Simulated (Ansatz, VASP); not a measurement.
One calculation of AlN, two programs

```
Al N
1.0
     0.00000    2.21699    2.18488
     2.21699    0.00000    2.18488
     2.21699    2.21699    0.00000
Al N
1 1
Direct
  0.00000 0.00000 0.00000
  0.75000 0.75000 0.75000
```

Change from the starting cell: biaxial_xy strain +1.5%.

Alike in both runs: task single point; functional PBE; k mesh 10 × 10 × 10; occupations fermi-dirac, width 0.02 eV; no spin polarisation.

|  | VASP | Ansatz |
| --- | --- | --- |
| version | VASP 6.6.1 | Ansatz 0.2.0 |
| potentials or method | VASP PAW PBE potentials, release 64 (Al, N) | plane waves, PAW |
| plane-wave cutoff (eV) | 520 | 420 |
| valence electrons in the cell | 8 | 8 |

|  | VASP | Ansatz | Ansatz less VASP |
| --- | --- | --- | --- |
| gap on the k mesh at the Fermi level (eV) | 3.22 | 3.23 | +0.008 |
| pressure (GPa) | -1.5 | -1.2 | +0.29 |
| traceless stress, the component that is largest in VASP (GPa) | 1.25 | 1.24 | -0.006 |
